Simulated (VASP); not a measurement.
# BeTe (f.blda) (F-43m) in VASP: notebook

Runs on BeTe (f.blda). Level: LDA. Tasks: single point.

All numbers are computed with VASP 6.6.1; they aren't measurements. Logs are shortened: lines on timing, memory, paths and dates and some standing lists are left out, and cuts for length are marked.

## Step 1: The cell of the first run

The structure is cubic, space group F-43m (No. 216). Conventional cell: a = 5.555 Å, b = 5.555 Å, c = 5.555 Å, α = 90.00°, β = 90.00°, γ = 90.00°. Be (site symmetry -43m) has 4 Te at 2.41 Å within 3.2 Å. Within 3.2 Å of Te (site symmetry -43m) lie 4 Be at 2.41 Å.

## Step 2: Single point, LDA

Input file INCAR:

```
PREC = Accurate
ENCUT = 600
EDIFF = 1E-6
ISMEAR = 0
SIGMA = 0.02
LREAL = F
LASPH = T
NELM = 120
ALGO = Normal
ISIF = 2
LWAVE = F
LCHARG = F
GGA = CA
NBANDS = 11
GGA_COMPAT = F
```

Input file KPOINTS:

```
regular mesh
0
Gamma
  8 8 8
```

Input file POSCAR:

```
BeTe
1.0
    0.0000000000      2.7774118207      2.7774118207
    2.7774118207      0.0000000000      2.7774118207
    2.7774118207      2.7774118207      0.0000000000
Be Te
1 1
Direct
    0.0000000000      0.0000000000      0.0000000000
    0.2500000000      0.2500000000      0.2500000000
```

Potentials or basis: VASP PAW LDA potentials, release 64 (Be, Te).

On the command line:

```console
> cat potpaw_LDA.64/Be/POTCAR potpaw_LDA.64/Te/POTCAR > POTCAR
> mpirun -np 1 vasp_std > vasp.out
```

OUTCAR:

```text
PREC = Accurate
   ENCUT = 600
   EDIFF = 1E-6
   ISMEAR = 0
   LREAL = F
   LASPH = T
   NELM = 120
   ISIF = 2
   GGA = CA

 ion  position               nearest neighbor table
   1  0.000  0.000  0.000-   2 2.41   2 2.41   2 2.41   2 2.41
   2  0.250  0.250  0.250-   1 2.41   1 2.41   1 2.41   1 2.41

  LATTYP: Found a face centered cubic cell.
 ALAT       =     5.5548236414

  Lattice vectors:

 A1 = (   0.0000000000,   2.7774118207,   2.7774118207)
 A2 = (   2.7774118207,   0.0000000000,   2.7774118207)
 A3 = (   2.7774118207,   2.7774118207,   0.0000000000)

Analysis of symmetry for initial positions (statically):
=====================================================================
 Subroutine PRICEL returns:
 Original cell was already a primitive cell.

 Routine SETGRP: Setting up the symmetry group for a
 face centered cubic supercell.

 Subroutine GETGRP returns: Found 24 space group operations
 (whereof 24 operations were pure point group operations)
 out of a pool of 48 trial point group operations.

The static configuration has the point symmetry T_d .

Analysis of symmetry for dynamics (positions and initial velocities):
=====================================================================
 Subroutine PRICEL returns:
 Original cell was already a primitive cell.

 Routine SETGRP: Setting up the symmetry group for a
 face centered cubic supercell.

 Subroutine GETGRP returns: Found 24 space group operations
 (whereof 24 operations were pure point group operations)
 out of a pool of 48 trial point group operations.

The dynamic configuration has the point symmetry T_d .

 Subroutine INISYM returns: Found 24 space group operations
 (whereof 24 operations are pure point group operations),
 and found     1 'primitive' translations

----------------------------------------------------------------------------------------

                                     Primitive cell

  volume of cell :      42.8500

  direct lattice vectors                    reciprocal lattice vectors
     0.000000000  2.777411821  2.777411821    -0.180023717  0.180023717  0.180023717
     2.777411821  0.000000000  2.777411821     0.180023717 -0.180023717  0.180023717
     2.777411821  2.777411821  0.000000000     0.180023717  0.180023717 -0.180023717

  length of vectors
     3.927853465  3.927853465  3.927853465     0.311810225  0.311810225  0.311810225

  position of ions in fractional coordinates (direct lattice)
     0.000000000  0.000000000  0.000000000
     0.250000000  0.250000000  0.250000000

  ion indices of the primitive-cell ions
   primitive index   ion index
                 1           1
                 2           2

----------------------------------------------------------------------------------------

 KPOINTS: regular mesh

Automatic generation of k-mesh.
 Grid dimensions read from file:
 generate k-points for:    8    8    8

 Generating k-lattice:

  Cartesian coordinates                     Fractional coordinates (reciprocal lattice)
    -0.022502965  0.022502965  0.022502965     0.125000000  0.000000000  0.000000000
     0.022502965 -0.022502965  0.022502965     0.000000000  0.125000000  0.000000000
     0.022502965  0.022502965 -0.022502965     0.000000000  0.000000000  0.125000000

  Length of vectors
     0.038976278  0.038976278  0.038976278

  Shift w.r.t. Gamma in fractional coordinates (k-lattice)
     0.000000000  0.000000000  0.000000000

 Subroutine IBZKPT returns following result:
 ===========================================

 Found     29 irreducible k-points:

 Following reciprocal coordinates:
            Coordinates               Weight
  0.000000  0.000000  0.000000      1.000000
  0.125000  0.000000  0.000000      8.000000
  0.250000  0.000000  0.000000      8.000000
  0.375000  0.000000  0.000000      8.000000
  0.500000  0.000000  0.000000      4.000000
  0.125000  0.125000  0.000000      6.000000
[... 16 lines left out ...]
  0.500000  0.250000  0.125000     48.000000
 -0.375000  0.250000  0.125000     24.000000
 [... further k-points ...]
   k-points           NKPTS =     29   k-points in BZ     NKDIM =     29   number of bands    NBANDS=     11
   number of dos      NEDOS =    301   number of ions     NIONS =      2
   total plane-waves  NPLWV =  32768
   dimension x,y,z NGX =    32 NGY =   32 NGZ =   32
   dimension x,y,z NGXF=    64 NGYF=   64 NGZF=   64
   ions per type =               1   1
   NGX,Y,Z   is equivalent  to a cutoff of  13.54, 13.54, 13.54 a.u.
   NGXF,Y,Z  is equivalent  to a cutoff of  27.09, 27.09, 27.09 a.u.
 SYSTEM =  unknown system
   PREC   = accura    normal or accurate (medium, high low for compatibility)
   ISTART =      0    job   : 0-new  1-cont  2-samecut
   ICHARG =      2    charge: 1-file 2-atom 10-const
   ISPIN  =      1    spin polarized calculation?
   LNONCOLLINEAR =      F non collinear calculations
   LSORBIT =      F    spin-orbit coupling
   LASPH  =      T    aspherical Exc in radial PAW
   ENCUT  =  600.0 eV  44.10 Ry    6.64 a.u.   7.84  7.84  7.84*2*pi/ulx,y,z
   NELM   =    120;   NELMIN=  2; NELMDL= -5     # of ELM steps
   EDIFF  = 0.1E-05   stopping-criterion for ELM
   LREAL  =      F    real-space projection
   EDIFFG = 0.1E-04   stopping-criterion for IOM
   NSW    =      0    number of steps for IOM
   IBRION =     -1    ionic relax: 0-MD 1-quasi-New 2-CG
   NFREE  =      0    steps in history (QN), initial steepest desc. (CG)
   ISIF   =      2    stress and relaxation
   ISYM   =      2    0-nonsym 1-usesym 2-fastsym
   POTIM  = 0.5000    time-step for ionic-motion
   TEBEG  =    0.0;   TEEND  =   0.0 temperature during run
   PSTRESS=    0.0 pullay stress
   NELECT =       8.0000    total number of electrons
   NUPDOWN=      -1.0000    fix difference up-down
   EMIN   =  10.00;   EMAX   =-10.00  energy-range for DOS
   EFERMI =   0.00;   METHOD = LEGACY
   ISMEAR =     0;   SIGMA  =   0.02  broadening in eV -4-tet -1-fermi 0-gaus
   EFERMI_NEDOS =   21; number of points for ismear=-14 and -15
   IALGO  =     38    algorithm
   IMIX   =      4    mixing-type and parameters
     AMIX     =   0.40;   BMIX     =  1.00
     AMIX_MAG =   1.60;   BMIX_MAG =  1.00
  volume/ion in A,a.u.               =      21.43       144.58
  Fermi-wavevector in a.u.,A,eV,Ry     =   0.935667  1.768154 11.911524  0.875472
  Thomas-Fermi vector in A             =   2.062598
   LORBIT       =      0    0 simple, 1 ext, 2 COOP (PROOUT), +10 PAW based schemes
   GGA     = CA    functional components
   LHFCALC =     F    Hartree Fock is set to
   AEXX    =    0.0000 exact exchange contribution
   IVDW    =     0    specifies the selected vdW correction
   LEPSILON=     F    determine dielectric tensor
   LRPA    =     F    only Hartree local field effects (RPA)
 non-spin polarized calculation
 Gauss-broadening in eV      SIGMA  =   0.02
  energy-cutoff  :      600.00
  volume of cell :       42.85
 maximum number of plane-waves:      1459
   NGX = 15   NGY = 15   NGZ = 15

 number of electron       8.0000000 magnetization

 Free energy of the ion-electron system (eV)
  ---------------------------------------------------
  ext. energy  EPLUGINS =         0.00000000
  ---------------------------------------------------
  free energy    TOTEN  =        -8.72656202 eV

  energy without entropy =       -8.72656202  energy(sigma->0) =       -8.72656202

 E-fermi :   5.5141     XC(G=0):  -9.4308

 val. band max:        5.4167696661   @ k =   0.0000   0.0000   0.0000
 cond. band min:       7.1871995124   @ k =   0.5000   0.5000   0.0000
 fundamental gap:      1.7704298463
 Fermi energy:         5.5140985054

 k-point     1 :       0.0000    0.0000    0.0000
  band No.  band energies     occupation
      1      -7.1796      2.00000
      2       5.4168      2.00000
      3       5.4168      2.00000
      4       5.4168      2.00000
      5       8.9662      0.00000
      6       8.9662      0.00000
      7       8.9662      0.00000
      8       9.4468      0.00000
      9      13.6585      0.00000
     10      15.7401      0.00000
     11      15.7401      0.00000

 k-point     2 :       0.1250    0.0000    0.0000
  band No.  band energies     occupation
      1      -7.0239      2.00000
      2       4.0442      2.00000
      3       5.1632      2.00000
      4       5.1632      2.00000
      5       8.9717      0.00000
      6       9.3285      0.00000
      7       9.3285      0.00000
      8      10.7082      0.00000
      9      14.0602      0.00000
     10      14.7247      0.00000
     11      14.7247      0.00000

 k-point     3 :       0.2500    0.0000    0.0000
  band No.  band energies     occupation
      1      -6.5922      2.00000
      2       1.9516      2.00000
      3       4.6972      2.00000
      4       4.6972      2.00000
      5       8.7868      0.00000
      6       9.8731      0.00000
      7       9.8731      0.00000
      8      12.5577      0.00000
      9      14.3929      0.00000
     10      14.4414      0.00000
     11      14.4414      0.00000

 k-point     4 :       0.3750    0.0000    0.0000
  band No.  band energies     occupation
      1      -6.0366      2.00000
      2       0.2893      2.00000
      3       4.3426      2.00000
      4       4.3426      2.00000
      5       8.6362      0.00000
      6       9.9922      0.00000
      7       9.9922      0.00000
      8      13.1249      0.00000
      9      15.2739      0.00000
     10      15.5250      0.00000
     11      15.5250      0.00000

 k-point     5 :       0.5000    0.0000    0.0000
  band No.  band energies     occupation
      1      -5.7422      2.00000
      2      -0.3853      2.00000
      3       4.2158      2.00000
      4       4.2158      2.00000
      5       8.5826      0.00000
      6       9.9527      0.00000
      7       9.9527      0.00000
      8      13.0502      0.00000
      9      16.3412      0.00000
     10      16.9835      0.00000
     11      16.9835      0.00000
[... 211 lines left out ...]
 k-point    21 :       0.5000    0.5000    0.0000
  band No.  band energies     occupation
      1      -5.2181      2.00000
      2       0.1133      2.00000
      3       2.6140      2.00000
      4       2.6140      2.00000
      5       7.1872      0.00000
      6       8.0099      0.00000
      7      15.2745      0.00000
      8      15.2745      0.00000
      9      17.0224      0.00000
     10      18.7379      0.00000
     11      18.9198      0.00000

 k-point    22 :       0.3750    0.2500    0.1250
  band No.  band energies     occupation
      1      -6.2343      2.00000
      2       1.7125      2.00000
      3       3.0303      2.00000
      4       4.1142      2.00000
      5       8.9346      0.00000
      6      10.3865      0.00000
      7      10.7037      0.00000
      8      11.7564      0.00000
      9      14.5683      0.00000
     10      15.9717      0.00000
     11      16.6426      0.00000

 k-point    23 :       0.5000    0.2500    0.1250
  band No.  band energies     occupation
      1      -5.7389      2.00000
      2       0.5955      2.00000
      3       2.4821      2.00000
      4       3.6261      2.00000
      5       9.3943      0.00000
      6      10.1076      0.00000
      7      11.3486      0.00000
      8      12.3888      0.00000
      9      15.2707      0.00000
     10      15.8196      0.00000
     11      17.7114      0.00000

 k-point    24 :      -0.3750    0.2500    0.1250
  band No.  band energies     occupation
      1      -5.4858      2.00000
      2       0.0662      2.00000
      3       2.3766      2.00000
      4       3.3867      2.00000
      5       9.5368      0.00000
      6       9.8192      0.00000
      7      12.1637      0.00000
      8      13.2221      0.00000
      9      13.8917      0.00000
     10      16.9926      0.00000
     11      17.3502      0.00000

 [... further k-points ...]

------------------------ aborting loop because EDIFF is reached ----------------------------------------

  FORCE on cell =-STRESS in cart. coord.  units (eV):
  Direction    XX          YY          ZZ          XY          YZ          ZX
  --------------------------------------------------------------------------------------
  -------------------------------------------------------------------------------------
  Total        0.0721080      0.0721080      0.0721080      0.0000000     -0.0000000     -0.0000000
  in kB        2.6961444      2.6961444      2.6961444      0.0000000     -0.0000000     -0.0000000
  external PRESSURE =       2.6961444 kB  Pullay stress =       0.0000000 kB

 VOLUME and BASIS-vectors are now :
 -----------------------------------------------------------------------------
  energy-cutoff  :      600.00
  volume of cell :       42.85
      direct lattice vectors                 reciprocal lattice vectors
     0.000000000  2.777411821  2.777411821    -0.180023717  0.180023717  0.180023717
     2.777411821  0.000000000  2.777411821     0.180023717 -0.180023717  0.180023717
     2.777411821  2.777411821  0.000000000     0.180023717  0.180023717 -0.180023717

 POSITION                                       TOTAL-FORCE (eV/Angst)
 -----------------------------------------------------------------------------------
      0.00000      0.00000      0.00000         0.000000      0.000000      0.000000
      1.38871      1.38871      1.38871        -0.000000     -0.000000     -0.000000
 -----------------------------------------------------------------------------------
    total drift:                                0.000000      0.000000      0.000000

  FREE ENERGIE OF THE ION-ELECTRON SYSTEM (eV)
  ---------------------------------------------------
  free  energy   TOTEN  =        -8.7265620216 eV

  energy  without entropy=       -8.7265620216  energy(sigma->0) =       -8.72656202
```

Wall time 9.9 s (1 thread of Intel Xeon Platinum 8488C (Sapphire Rapids), shared host); peak memory 0.16 GiB.

Results:

```yaml
Free_energy: -8.7266 eV
Pressure: 0.3 GPa
Band_gap_on_the_k_mesh: 1.77 eV, indirect (least direct gap 3.55 eV)
```

Levels at points of the mesh, in eV from the valence-band top:
```tsv
k point	band 1	band 2	band 3	band 4	band 5	band 6	band 7	band 8
(0.00, 0.00, 0.00)	-12.60	0.00	0.00	0.00	3.55	3.55	3.55	4.03
(0.50, 0.00, 0.00)	-11.16	-5.80	-1.20	-1.20	3.17	4.54	4.54	7.63
(0.50, 0.50, 0.00)	-10.63	-5.30	-2.80	-2.80	1.77	2.59	9.86	9.86
```

Caveat: spin-orbit coupling is left out, which moves the levels of the heavy elements.

## Step 3: Single point, LDA

Input file INCAR:

```
PREC     = Accurate       # precision mode
ENCUT    = 600            # plane-wave cutoff, eV
EDIFF    = 1E-6           # SCF threshold, eV
ISMEAR   = 0              # smearing method
SIGMA    = 0.02           # smearing width, eV
LREAL    = False          # projectors in reciprocal space
LASPH    = True           # aspherical terms in the spheres
NELM     = 120            # most SCF steps
ALGO     = Normal         # electronic algorithm
ISIF     = 2              # what is computed and relaxed
LWAVE    = False          # write WAVECAR
LCHARG   = False          # write CHGCAR
NBANDS   = 11             # bands
GGA_COMPAT= False
```

Input file KPOINTS:

```
Automatic mesh
0
Gamma
  8 8 8
```

POSCAR is that of step 2.

Potentials or basis: VASP PAW LDA potentials, release 64 (Be, Te).

On the command line:

```console
> cat potpaw_LDA.64/Be/POTCAR potpaw_LDA.64/Te/POTCAR > POTCAR
> mpirun -np 1 vasp_std > vasp.out
```

Run time: 14 s. Hardware: 1 thread of Intel Xeon Platinum 8488C (Sapphire Rapids), shared host; peak memory 0.16 GiB.

It converged, with:

```yaml
Free_energy: -8.7266 eV
Pressure: 0.3 GPa
Band_gap_on_the_k_mesh: 1.77 eV, indirect (least direct gap 3.55 eV)
```

Levels at points of the mesh, in eV from the valence-band top:
```
           k point  band 2  band 3  band 4  band 5  band 6  band 7
(0.00, 0.00, 0.00)    0.00    0.00    0.00    3.55    3.55    3.55
(0.50, 0.00, 0.00)   -5.80   -1.20   -1.20    3.17    4.54    4.54
(0.50, 0.50, 0.00)   -5.30   -2.80   -2.80    1.77    2.59    9.86
```

Caveat: spin-orbit coupling is left out, which moves the levels of the heavy elements.
